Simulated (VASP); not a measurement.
Set up this calculation in VASP 6.6.1, as the native input.

| Property | Result |
| --- | --- |
| Task | single point |
| Functional | PBE |
| Potentials or basis | VASP PAW PBE potentials, release 64 (Ba_sv, Ti_sv, O_h) |
| Cutoff | 1340 eV |
| k mesh | 2 × 2 × 1 |
| Occupations | fermi-dirac, width 0.05 eV |
| Spin | no spin polarisation |
| Dipole correction | no |
| Further INCAR settings | ALGO = Normal; EDIFF = 1e-06; NBANDS = 51 |

The structure of BaTiO3 lies in POSCAR:

```
BaTiO3
1.0
   -3.9998000000      0.0000000000      0.0000000000
    0.0000000000      0.0000000000     -4.0180000000
    0.0000000000     -7.9996000000      0.0000000000
Ba Ti O
2 2 6
Direct
    0.0014435500      0.0230418600      0.5075926300
    0.9985564500      0.9769581400      0.9924073700
    0.4803298900      0.5631888500      0.2357999500
    0.5196701100      0.4728111500      0.7642000500
    0.4938005300      0.9659728700      0.2581500200
    0.5061994700      0.0020271300      0.7418499800
    0.5076103700      0.4993320300      0.5074435600
    0.4923896300      0.4706679700      0.9925564400
    0.0152243000      0.4884056200      0.2711337500
    0.9847757000      0.4815943800      0.7288662500
```

One way to write it, as run:

INCAR

```
SYSTEM = BaTiO3
PREC     = Accurate       ! precision mode
ENCUT    = 1340           ! plane-wave cutoff, eV
EDIFF    = 1E-6           ! SCF threshold, eV
ISMEAR   = -1             ! smearing method
SIGMA    = 0.05           ! smearing width, eV
LREAL    = .False.        ! projectors in reciprocal space
LASPH    = .True.         ! aspherical terms in the spheres
NELM     = 120            ! most SCF steps
ALGO     = Normal         ! electronic algorithm
ISIF     = 2              ! what is computed and relaxed
LWAVE    = .False.        ! write WAVECAR
LCHARG   = .True.         ! write CHGCAR
GGA      = PE             ! functional
LELF     = .True.         ! ELF
LVHAR    = .True.       
NBANDS   = 51             ! bands
GGA_COMPAT= .False.
```

KPOINTS

```
Automatic mesh
0
Gamma
  2 2 1
  0 0 0
```

Potentials or basis: VASP PAW PBE potentials, release 64 (Ba_sv, Ti_sv, O_h).

Command:

```sh
$ cat potpaw_PBE.64/Ba_sv/POTCAR potpaw_PBE.64/Ti_sv/POTCAR potpaw_PBE.64/O_h/POTCAR > POTCAR
$ mpirun -np 1 vasp_std > vasp.out
```

It gave:

```
Pressure               : 13.0 GPa
Largest force          : 5.633 eV/Å
Band gap on the k mesh : 1.01 eV (least direct gap 1.25 eV)
```

Caveat: the k points lie up to 0.79 Å⁻¹ apart; spin-orbit coupling is left out, which moves the levels of the heavy elements; forces of over 1 eV/Å act on the atoms, so gaps and moduli don't describe the material at rest.

Wall time 100 s on 1 thread of AMD EPYC 9R45 96-Core Processor (Zen 5), on a shared host, peak memory 0.5 GiB.
